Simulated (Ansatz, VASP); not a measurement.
One calculation of MnSb4, two programs

INCAR

```
PREC = Accurate ; ENCUT = 520
EDIFF = 1E-6 ; ISMEAR = -1
SIGMA = 0.05 ; LREAL = F
LASPH = T ; NELM = 150
ALGO = Normal ; ISIF = 2
LWAVE = F ; LCHARG = F
ISPIN = 2 ; MAGMOM = 0 0 0 0 0
LORBIT = 11 ; NUPDOWN = 0.0
LMAXMIX = 4 ; GGA = PE
NBANDS = 28
```

Contents of KPOINTS:

```
Automatic mesh
0
Gamma
  7 7 2
```

POSCAR

```
MnSb4
1.0
    3.0805000000      0.0000000000      0.0000000000
    0.0000000000      3.0805000000      0.0000000000
    0.0000000000      0.0000000000     14.9942030000
Sb Mn
4 1
Direct
    0.0000000000      0.0000000000      0.8196820000
    0.0000000000      0.0000000000      0.6005510000
    0.0000000000      0.0000000000      0.3994490000
    0.0000000000      0.0000000000      0.1803180000
    0.0000000000      0.0000000000      0.0000000000
```

The input input.yaml:

```yaml
crystal:
  lattice:
    - [3.0805, 0.0, 0.0]
    - [0.0, 3.0805, 0.0]
    - [0.0, 0.0, 14.994203]
  atoms:
    - { symbol: Sb, position: [0.0, 0.0, 0.819682] }
    - { symbol: Sb, position: [0.0, 0.0, 0.600551] }
    - { symbol: Sb, position: [0.0, 0.0, 0.399449] }
    - { symbol: Sb, position: [0.0, 0.0, 0.180318] }
    - { symbol: Mn, position: [0.0, 0.0, 0.0] }
hamiltonian:
  xc: pbe
  pseudopotentials: { kind: paw }
magnetization:
  spin_polarized: true
  initial_magnetization: 0.0
  spin_locking: { lock_magnetization: hard }
kpoints:
  mp_grid: { grid: [7, 7, 2] }
scf:
  occupations: { method: fermi_dirac, width: 0.05 }
  lower_state_search: "off"
output:
  forces: true
  stress: true
  eigenvalues: true
```

Alike in both runs: task single point; functional PBE; k mesh 7 × 7 × 2; occupations fermi-dirac, width 0.05 eV; collinear spin; fixed moment 0 μB.

|  | VASP | Ansatz |
| --- | --- | --- |
| version | VASP 6.6.1 | Ansatz 0.2.0 |
| potentials or method | VASP PAW PBE potentials, release 64 (Sb, Mn_pv) | Ansatz PAW |
| plane-wave cutoff (eV) | 520 | 420 |
| valence electrons in the cell | 33 | 75 |

VASP gave:

| Item | Value |
| --- | --- |
| pressure (GPa) | -3.2 |
| traceless stress, the component that is largest in VASP (GPa) | -1.56 |
| rms of the force components (eV/Å) | 0.215 |

Estimate Ansatz's values.

pressure (GPa): -3.9; traceless stress, the component that is largest in VASP (GPa): -1.51; rms of the force components (eV/Å): 0.215.

Atom by atom the forces differ by 0.003 eV/Å (rms over components). VASP's potentials hold 33 valence electrons a cell and Ansatz's 75, so a difference there can come from the potentials and not from the codes.

Spin-orbit coupling is off throughout.
